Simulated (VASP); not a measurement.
Write the native input for VASP 6.6.1 that does the following.

| Quantity | Value |
| --- | --- |
| Task | single point |
| Functional | PBE |
| Potentials or basis | VASP PAW PBE potentials, release 64 (Bi_d, Te) |
| Cutoff | 520 eV |
| k mesh | 12 × 12 × 12 |
| Occupations | gaussian, width 0.15 eV |
| Spin | no spin polarisation |
| Dipole correction | no |
| Further INCAR settings | ALGO = Normal; EDIFF = 1e-06; NBANDS = 18 |

The structure of BiTe lies in POSCAR:

```
BiTe
1.0
    2.3015723842      1.3288134356      3.2343596556
   -2.3015723842      1.3288134356      3.2343596556
    0.0000000000     -2.6576268711      3.2343596556
Bi Te
1 1
Direct
    0.5000000000      0.5000000000      0.5000000000
    0.0000000000      0.0000000000      0.0000000000
```

This cell differs from its parent crystal: strain -0.050 along x and y, -0.025 along z.

The input as run:

INCAR

```
SYSTEM = BiTe
PREC = Accurate ; ENCUT = 520
EDIFF = 1E-6 ; ISMEAR = 0
SIGMA = 0.15 ; LREAL = .False.
LASPH = .True. ; NELM = 100
ALGO = Normal ; ISIF = 2
LWAVE = .False. ; LCHARG = .True.
GGA = PE ; LELF = .True.
LVHAR = .True. ; NBANDS = 18
```

KPOINTS

```
regular mesh
0
Gamma
  12 12 12
  0 0 0
```

Potentials or basis: VASP PAW PBE potentials, release 64 (Bi_d, Te).

Command:

```sh
$ cat potpaw_PBE.64/Bi_d/POTCAR potpaw_PBE.64/Te/POTCAR > POTCAR
$ mpirun -np 1 vasp_std > vasp.out
```

It gave:

```json
{
 "Pressure": "8.6 GPa",
 "Band gap on the k mesh": "zero (an odd number of electrons rules out a gap without spin polarisation)"
}
```

Caveat: the cell differs from its parent crystal (strain -0.050 along x and y, -0.025 along z); the cell stands under pressure; spin-orbit coupling is left out, which moves the levels of the heavy elements.

Run time: 56 s on 1 thread of Intel(R) Xeon(R) 6975P-C (Granite Rapids), with other jobs on the host, peak memory 0.33 GiB.
